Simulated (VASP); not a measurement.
# ZnS (F-43m) in VASP: a series of runs

Runs on ZnS. Level: r2SCAN. Tasks: single point, relaxation of cell and atoms.

Everything below comes from runs of VASP 6.6.1. Logs are shortened: lines on timing, memory, paths and dates and some standing lists are left out, and cuts for length are marked.

### 1 The cell of the first run

Symmetry: F-43m, No. 216, cubic system. Conventional cell: a = 5.856 Å, b = 5.856 Å, c = 5.856 Å, α = 90.00°, β = 90.00°, γ = 90.00°. Within 3.3 Å of Zn (site symmetry -43m) lie 4 S at 2.54 Å. S (site symmetry -43m) has 4 Zn at 2.54 Å within 3.3 Å.

### 2 Single point, r2SCAN

Input file POSCAR:

```
ZnS
1.0
    0.0000000000      2.9280965092      2.9280965092
    2.9280965092      0.0000000000      2.9280965092
    2.9280965092      2.9280965092      0.0000000000
Zn S
1 1
Direct
    0.0000000000      0.0000000000      0.0000000000
    0.2500000000      0.2500000000      0.2500000000
```

Input file INCAR.step1:

```
  ALGO = Normal
  EDIFF = 1E-4
  ENCUT = 520
  GGA = PE
  ISMEAR = 0
  LASPH = T
  LCHARG = F
  LREAL = F
  LWAVE = T
  NBANDS = 16
  NELM = 60
  PREC = Accurate
  SIGMA = 0.1
```

Input file INCAR.step2:

```
  ALGO = Normal
  EDIFF = 1E-6
  ENCUT = 520
  ISIF = 2
  ISMEAR = 0
  ISTART = 1
  LASPH = T
  LCHARG = F
  LMIXTAU = T
  LREAL = F
  LWAVE = F
  METAGGA = R2SCAN
  NBANDS = 16
  NELM = 60
  PREC = Accurate
  SIGMA = 0.1
```

Input file KPOINTS:

```
k-points
0
Gamma
  6 6 6
```

Potentials or basis: VASP PAW PBE potentials, release 64 (Zn, S).

The run is started by

```console
$ cat potpaw_PBE.64/Zn/POTCAR potpaw_PBE.64/S/POTCAR > POTCAR
$ cp INCAR.step1 INCAR
$ mpirun -np 1 vasp_std > vasp.out
$ cp INCAR.step2 INCAR
$ mpirun -np 1 vasp_std > vasp.out
```

OUTCAR:

```text
EDIFF = 1E-6
   ENCUT = 520
   ISIF = 2
   ISMEAR = 0
   ISTART = 1
   LASPH = T
   LREAL = F
   METAGGA = R2SCAN
   NELM = 60
   PREC = Accurate

 ion  position               nearest neighbor table
   1  0.000  0.000  0.000-   2 2.54   2 2.54   2 2.54   2 2.54
   2  0.250  0.250  0.250-   1 2.54   1 2.54   1 2.54   1 2.54

  LATTYP: Found a face centered cubic cell.
 ALAT       =     5.8561930184

  Lattice vectors:

 A1 = (   0.0000000000,   2.9280965092,   2.9280965092)
 A2 = (   2.9280965092,   0.0000000000,   2.9280965092)
 A3 = (   2.9280965092,   2.9280965092,   0.0000000000)

Analysis of symmetry for initial positions (statically):
=====================================================================
 Subroutine PRICEL returns:
 Original cell was already a primitive cell.

 Routine SETGRP: Setting up the symmetry group for a
 face centered cubic supercell.

 Subroutine GETGRP returns: Found 24 space group operations
 (whereof 24 operations were pure point group operations)
 out of a pool of 48 trial point group operations.

The static configuration has the point symmetry T_d .

Analysis of symmetry for dynamics (positions and initial velocities):
=====================================================================
 Subroutine PRICEL returns:
 Original cell was already a primitive cell.

 Routine SETGRP: Setting up the symmetry group for a
 face centered cubic supercell.

 Subroutine GETGRP returns: Found 24 space group operations
 (whereof 24 operations were pure point group operations)
 out of a pool of 48 trial point group operations.

The dynamic configuration has the point symmetry T_d .

 Subroutine INISYM returns: Found 24 space group operations
 (whereof 24 operations are pure point group operations),
 and found     1 'primitive' translations

----------------------------------------------------------------------------------------

                                     Primitive cell

  volume of cell :      50.2095

  direct lattice vectors                    reciprocal lattice vectors
     0.000000000  2.928096509  2.928096509    -0.170759399  0.170759399  0.170759399
     2.928096509  0.000000000  2.928096509     0.170759399 -0.170759399  0.170759399
     2.928096509  2.928096509  0.000000000     0.170759399  0.170759399 -0.170759399

  length of vectors
     4.140953795  4.140953795  4.140953795     0.295763955  0.295763955  0.295763955

  position of ions in fractional coordinates (direct lattice)
     0.000000000  0.000000000  0.000000000
     0.250000000  0.250000000  0.250000000

  ion indices of the primitive-cell ions
   primitive index   ion index
                 1           1
                 2           2

----------------------------------------------------------------------------------------

 KPOINTS: k-points

Automatic generation of k-mesh.
 Grid dimensions read from file:
 generate k-points for:    6    6    6

 Generating k-lattice:

  Cartesian coordinates                     Fractional coordinates (reciprocal lattice)
    -0.028459900  0.028459900  0.028459900     0.166666667  0.000000000  0.000000000
     0.028459900 -0.028459900  0.028459900     0.000000000  0.166666667  0.000000000
     0.028459900  0.028459900 -0.028459900     0.000000000  0.000000000  0.166666667

  Length of vectors
     0.049293992  0.049293992  0.049293992

  Shift w.r.t. Gamma in fractional coordinates (k-lattice)
     0.000000000  0.000000000  0.000000000

 Subroutine IBZKPT returns following result:
 ===========================================

 Found     16 irreducible k-points:

 Following reciprocal coordinates:
            Coordinates               Weight
  0.000000  0.000000  0.000000      1.000000
  0.166667  0.000000  0.000000      8.000000
  0.333333  0.000000  0.000000      8.000000
  0.500000  0.000000  0.000000      4.000000
  0.166667  0.166667  0.000000      6.000000
  0.333333  0.166667  0.000000     24.000000
[... 8 lines left out ...]
 -0.333333  0.333333  0.166667     24.000000
 -0.333333  0.500000  0.166667     12.000000
   k-points           NKPTS =     16   k-points in BZ     NKDIM =     16   number of bands    NBANDS=     16
   number of dos      NEDOS =    301   number of ions     NIONS =      2
   total plane-waves  NPLWV =  32768
   dimension x,y,z NGX =    32 NGY =   32 NGZ =   32
   dimension x,y,z NGXF=    64 NGYF=   64 NGZF=   64
   ions per type =               1   1
   NGX,Y,Z   is equivalent  to a cutoff of  12.85, 12.85, 12.85 a.u.
   NGXF,Y,Z  is equivalent  to a cutoff of  25.69, 25.69, 25.69 a.u.
 SYSTEM =  unknown system
   PREC   = accura    normal or accurate (medium, high low for compatibility)
   ISTART =      1    job   : 0-new  1-cont  2-samecut
   ICHARG =      0    charge: 1-file 2-atom 10-const
   ISPIN  =      1    spin polarized calculation?
   LNONCOLLINEAR =      F non collinear calculations
   LSORBIT =      F    spin-orbit coupling
   LASPH  =      T    aspherical Exc in radial PAW
   ENCUT  =  520.0 eV  38.22 Ry    6.18 a.u.   7.70  7.70  7.70*2*pi/ulx,y,z
   NELM   =     60;   NELMIN=  2; NELMDL=  0     # of ELM steps
   EDIFF  = 0.1E-05   stopping-criterion for ELM
   LREAL  =      F    real-space projection
   EDIFFG = 0.1E-04   stopping-criterion for IOM
   NSW    =      0    number of steps for IOM
   IBRION =     -1    ionic relax: 0-MD 1-quasi-New 2-CG
   NFREE  =      0    steps in history (QN), initial steepest desc. (CG)
   ISIF   =      2    stress and relaxation
   ISYM   =      2    0-nonsym 1-usesym 2-fastsym
   POTIM  = 0.5000    time-step for ionic-motion
   TEBEG  =    0.0;   TEEND  =   0.0 temperature during run
   PSTRESS=    0.0 pullay stress
   NELECT =      18.0000    total number of electrons
   NUPDOWN=      -1.0000    fix difference up-down
   EMIN   =  10.00;   EMAX   =-10.00  energy-range for DOS
   EFERMI =   0.00;   METHOD = LEGACY
   ISMEAR =     0;   SIGMA  =   0.10  broadening in eV -4-tet -1-fermi 0-gaus
   EFERMI_NEDOS =   21; number of points for ismear=-14 and -15
   IALGO  =     38    algorithm
   IMIX   =      4    mixing-type and parameters
     AMIX     =   0.40;   BMIX     =  1.00
     AMIX_MAG =   1.60;   BMIX_MAG =  1.00
  volume/ion in A,a.u.               =      25.10       169.42
  Fermi-wavevector in a.u.,A,eV,Ry     =   1.162975  2.197704 18.402019  1.352510
  Thomas-Fermi vector in A             =   2.299530
   LORBIT       =      0    0 simple, 1 ext, 2 COOP (PROOUT), +10 PAW based schemes
   METAGGA = R2SCAN    functional components
   LHFCALC =     F    Hartree Fock is set to
   AEXX    =    0.0000 exact exchange contribution
   IVDW    =     0    specifies the selected vdW correction
   LEPSILON=     F    determine dielectric tensor
   LRPA    =     F    only Hartree local field effects (RPA)
 non-spin polarized calculation
 Gauss-broadening in eV      SIGMA  =   0.10
  energy-cutoff  :      520.00
  volume of cell :       50.21
 maximum number of plane-waves:      1363
   NGX = 15   NGY = 15   NGZ = 15

 number of electron      17.9999997 magnetization

 Free energy of the ion-electron system (eV)
  ---------------------------------------------------
  ext. energy  EPLUGINS =         0.00000000
  ---------------------------------------------------
  free energy    TOTEN  =       -18.37170861 eV

  energy without entropy =      -18.37170861  energy(sigma->0) =      -18.37170861

 E-fermi :   0.3346     XC(G=0):  -9.1237

 val. band max:       -0.1153021860   @ k =   0.0000   0.0000   0.0000
 cond. band min:       1.5078768436   @ k =   0.0000   0.0000   0.0000
 fundamental gap:      1.6231790296
 Fermi energy:         0.3346371191

 k-point     1 :       0.0000    0.0000    0.0000
  band No.  band energies     occupation
      1     -12.3548      2.00000
      2      -5.9891      2.00000
      3      -5.9891      2.00000
      4      -5.9891      2.00000
      5      -5.7044      2.00000
      6      -5.7044      2.00000
[... 8 lines left out ...]
     15      11.8431      0.00000
     16      11.8431      0.00000

 k-point     2 :       0.1667    0.0000    0.0000
  band No.  band energies     occupation
      1     -12.2256      2.00000
      2      -5.9685      2.00000
      3      -5.9685      2.00000
      4      -5.9566      2.00000
      5      -5.7050      2.00000
      6      -5.7050      2.00000
[... 8 lines left out ...]
     15      11.1330      0.00000
     16      12.0133      0.00000

 k-point     3 :       0.3333    0.0000    0.0000
  band No.  band energies     occupation
      1     -11.9450      2.00000
      2      -5.9330      2.00000
      3      -5.9330      2.00000
      4      -5.7989      2.00000
      5      -5.6984      2.00000
      6      -5.6984      2.00000
[... 8 lines left out ...]
     15      11.5982      0.00000
     16      11.5982      0.00000

 k-point     4 :       0.5000    0.0000    0.0000
  band No.  band energies     occupation
      1     -11.7913      2.00000
      2      -5.9193      2.00000
      3      -5.9193      2.00000
      4      -5.6901      2.00000
      5      -5.6901      2.00000
      6      -5.5894      2.00000
[... 8 lines left out ...]
     15      13.2172      0.00000
     16      13.2172      0.00000

 k-point     5 :       0.1667    0.1667    0.0000
  band No.  band energies     occupation
      1     -12.1827      2.00000
      2      -5.9732      2.00000
      3      -5.9482      2.00000
      4      -5.9482      2.00000
      5      -5.7164      2.00000
      6      -5.6948      2.00000
[... 8 lines left out ...]
     15      12.1921      0.00000
     16      12.8439      0.00000

 k-point     6 :       0.3333    0.1667    0.0000
  band No.  band energies     occupation
      1     -11.9509      2.00000
      2      -5.9340      2.00000
      3      -5.9072      2.00000
      4      -5.8602      2.00000
      5      -5.7098      2.00000
      6      -5.6868      2.00000
[... 8 lines left out ...]
     15      12.5415      0.00000
     16      13.3575      0.00000

 k-point     7 :       0.5000    0.1667    0.0000
  band No.  band energies     occupation
      1     -11.7480      2.00000
      2      -5.9095      2.00000
      3      -5.8893      2.00000
      4      -5.7280      2.00000
      5      -5.6869      2.00000
      6      -5.5919      2.00000
[... 8 lines left out ...]
     15      13.2573      0.00000
     16      13.3935      0.00000

 k-point     8 :      -0.3333    0.1667    0.0000
  band No.  band energies     occupation
      1     -11.7992      2.00000
      2      -5.9080      2.00000
      3      -5.9047      2.00000
      4      -5.7257      2.00000
      5      -5.7049      2.00000
      6      -5.6482      2.00000
[... 8 lines left out ...]
     15      12.4066      0.00000
     16      13.6695      0.00000

 k-point     9 :      -0.1667    0.1667    0.0000
  band No.  band energies     occupation
      1     -12.0443      2.00000
      2      -5.9442      2.00000
      3      -5.9312      2.00000
      4      -5.8930      2.00000
      5      -5.7135      2.00000
      6      -5.6920      2.00000
[... 8 lines left out ...]
     15      11.7816      0.00000
     16      13.3874      0.00000

 k-point    10 :       0.3333    0.3333    0.0000
  band No.  band energies     occupation
      1     -11.8092      2.00000
      2      -5.9057      2.00000
      3      -5.8542      2.00000
      4      -5.8542      2.00000
      5      -5.6952      2.00000
      6      -5.6757      2.00000
[... 8 lines left out ...]
     15      13.1150      0.00000
     16      15.4695      0.00000

 k-point    11 :       0.5000    0.3333    0.0000
  band No.  band energies     occupation
      1     -11.6551      2.00000
      2      -5.8846      2.00000
      3      -5.8285      2.00000
      4      -5.7901      2.00000
      5      -5.6761      2.00000
      6      -5.5820      2.00000
[... 8 lines left out ...]
     15      13.4877      0.00000
     16      14.0548      0.00000

 k-point    12 :      -0.3333    0.3333    0.0000
  band No.  band energies     occupation
      1     -11.6513      2.00000
      2      -5.8890      2.00000
      3      -5.8516      2.00000
      4      -5.7323      2.00000
      5      -5.6956      2.00000
      6      -5.5308      2.00000
[... 8 lines left out ...]
     15      11.7086      0.00000
     16      15.2437      0.00000

 k-point    13 :       0.5000    0.5000    0.0000
  band No.  band energies     occupation
      1     -11.6052      2.00000
      2      -5.8809      2.00000
      3      -5.7997      2.00000
      4      -5.7996      2.00000
      5      -5.6661      2.00000
      6      -5.5723      2.00000
[... 8 lines left out ...]
     15      13.8150      0.00000
     16      14.2465      0.00000

 k-point    14 :       0.5000    0.3333    0.1667
  band No.  band energies     occupation
      1     -11.7546      2.00000
      2      -5.8926      2.00000
      3      -5.8775      2.00000
      4      -5.7769      2.00000
      5      -5.6888      2.00000
      6      -5.6407      2.00000
[... 8 lines left out ...]
     15      13.2380      0.00000
     16      14.0298      0.00000

 k-point    15 :      -0.3333    0.3333    0.1667
  band No.  band energies     occupation
      1     -11.6513      2.00000
      2      -5.8824      2.00000
      3      -5.8582      2.00000
      4      -5.7279      2.00000
      5      -5.7016      2.00000
      6      -5.5272      2.00000
[... 8 lines left out ...]
     15      13.1439      0.00000
     16      13.8401      0.00000

 k-point    16 :      -0.3333    0.5000    0.1667
  band No.  band energies     occupation
      1     -11.6029      2.00000
      2      -5.8718      2.00000
      3      -5.8282      2.00000
      4      -5.7587      2.00000
      5      -5.6889      2.00000
      6      -5.5138      2.00000
[... 8 lines left out ...]
     15      13.5341      0.00000
     16      14.2274      0.00000

------------------------ aborting loop because EDIFF is reached ----------------------------------------

  FORCE on cell =-STRESS in cart. coord.  units (eV):
  Direction    XX          YY          ZZ          XY          YZ          ZX
  --------------------------------------------------------------------------------------
  -------------------------------------------------------------------------------------
  Total       -3.5737983     -3.5737983     -3.5737983     -0.0000000     -0.0000000     -0.0000000
  in kB     -114.0392794   -114.0392794   -114.0392794     -0.0000000     -0.0000000     -0.0000000
  external PRESSURE =    -114.0392794 kB  Pullay stress =       0.0000000 kB

 VOLUME and BASIS-vectors are now :
 -----------------------------------------------------------------------------
  energy-cutoff  :      520.00
  volume of cell :       50.21
      direct lattice vectors                 reciprocal lattice vectors
     0.000000000  2.928096509  2.928096509    -0.170759399  0.170759399  0.170759399
     2.928096509  0.000000000  2.928096509     0.170759399 -0.170759399  0.170759399
     2.928096509  2.928096509  0.000000000     0.170759399  0.170759399 -0.170759399

 POSITION                                       TOTAL-FORCE (eV/Angst)
 -----------------------------------------------------------------------------------
      0.00000      0.00000      0.00000        -0.000000     -0.000000     -0.000000
      1.46405      1.46405      1.46405         0.000000      0.000000      0.000000
 -----------------------------------------------------------------------------------
    total drift:                                0.000010      0.000010      0.000010

  FREE ENERGIE OF THE ION-ELECTRON SYSTEM (eV)
  ---------------------------------------------------
  free  energy   TOTEN  =       -18.3717086111 eV

  energy  without entropy=      -18.3717086110  energy(sigma->0) =      -18.37170861
```

Run time: 24 s. Hardware: 1 thread of Intel Xeon Platinum 8559C (Emerald Rapids), shared host; peak memory 0.18 GiB.

What came out:

| Quantity | Value |
| --- | --- |
| Free energy | -18.3717 eV |
| Pressure | -11.4 GPa |
| Band gap on the k mesh | 1.62 eV, direct |

Levels at points of the mesh, in eV from the valence-band top:
```
           k point  band 7  band 8  band 9  band 10  band 11  band 12
(0.00, 0.00, 0.00)    0.00    0.00    0.00     1.62     6.93     6.93
(0.50, 0.00, 0.00)   -3.96   -0.58   -0.58     3.24     7.40     7.40
(0.50, 0.50, 0.00)   -3.69   -1.51   -1.51     4.14     4.26    10.14
```

Caveat: the PAW data sets were made with another functional, which shifts forces and pressure a little. r2SCAN opens gaps a little over a GGA but as a rule still falls short of measured ones.

(Continued in part 2 of 2.)
